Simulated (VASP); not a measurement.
Runs of VASP 6.6.1 on Zn2S. The structure is that of space group I4/mcm (No. 140), or close to it. The cells are those of the table. 

```tsv
task	cell	k mesh	cutoff (eV)	gap on the mesh (eV)	pressure (GPa)	largest force (eV/Å)
single point	a = 5.195 Å, angles 103.0, 103.0, 123.3°, 6 atoms	4 × 4 × 4	520	none	0.1	0.03
single point	a = 5.221 Å, angles 103.4, 103.4, 122.5°, 6 atoms	10 × 10 × 10	520	none	(a)	0.01
relaxation of cell and atoms	relaxed from a = 5.148 Å, angles 103.1, 103.1, 123.1°, 6 atoms	4 × 4 × 4	600	none	0.1	0.01
single point	a = 5.148 Å, angles 103.1, 103.1, 123.1°, 6 atoms	4 × 4 × 4	520	none	3.1	1.18
```

Alike in all rows: level PBE; potentials or basis VASP PAW PBE potentials, release 64 (Zn, S); no spin polarisation; smearing gaussian 0.1 eV.

**Question.** Fill in the values left out.

**Answer.** (a) 0.2.

Caveats: some runs use coarse meshes; forces of over 1 eV/Å act on the atoms, so gaps and moduli don't describe the material at rest (some runs).

A gap of «none» marks levels without a gap at the run's occupations.
